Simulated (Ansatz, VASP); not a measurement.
One calculation of HfB, two programs

Contents of INCAR:

```
SYSTEM = HfB
ALGO = Normal
EDIFF = 1E-6
ENCUT = 520
GGA = PE
ISIF = 2
ISMEAR = 0
LASPH = .TRUE.
LCHARG = .FALSE.
LREAL = .FALSE.
LWAVE = .FALSE.
NBANDS = 14
NELM = 60
PREC = Accurate
SIGMA = 0.15
```

KPOINTS

```
k-points
0
G
  18 18 18
  0 0 0
```

File POSCAR:

```
HfB
1.0
    0.0000000000      2.3100000000      2.3100000000
    2.3100000000      0.0000000000      2.3100000000
    2.3100000000      2.3100000000      0.0000000000
Hf B
1 1
Direct
    0.5000000000      0.5000000000      0.5000000000
    0.0216450216      0.0216450216     -0.0216450216
```

Input for Ansatz:

```yaml
crystal:
  lattice:
    - [0.0, 2.31, 2.31]
    - [2.31, 0.0, 2.31]
    - [2.31, 2.31, 0.0]
  atoms:
    - { symbol: Hf, position: [0.5, 0.5, 0.5] }
    - { symbol: B, position: [0.0216450216, 0.0216450216, -0.0216450216] }
basis:
  ecutwfc: 420
kpoints:
  mp_grid: { grid: [18, 18, 18] }
hamiltonian:
  xc: pbe
scf:
  occupations: { method: gaussian, width: 0.15 }
output:
  forces: true
  stress: true
  eigenvalues: true
```

Change from the starting cell: all B atoms moved -0.100 Å, as atom 2 towards its neighbour atom 1 (Hf) at 2.310 Å.

Alike in both runs: task single point; functional PBE; k mesh 18 × 18 × 18; occupations gaussian, width 0.15 eV; no spin polarisation.

|  | VASP | Ansatz |
| --- | --- | --- |
| version | VASP 6.6.1 | Ansatz 0.2.0 |
| potentials or method | VASP PAW PBE potentials, release 64 (Hf_pv, B), cutoff 520 eV | scalar-relativistic, plane waves, PAW |
| valence electrons in the cell | 13 | 29 |

```csv
,VASP,Ansatz,Ansatz less VASP
gap on the k mesh at the Fermi level (eV),none,none,-
rms of the force components (eV/Å),0.683,0.683,-0.0002
```

Atom by atom the forces differ by 0.000 eV/Å (rms over components). A gap of «none» marks a metal or a gap that the smearing closes. VASP's potentials hold 13 valence electrons a cell and Ansatz's 29, so a difference there can come from the potentials and not from the codes.

Neither program's run includes spin-orbit coupling.
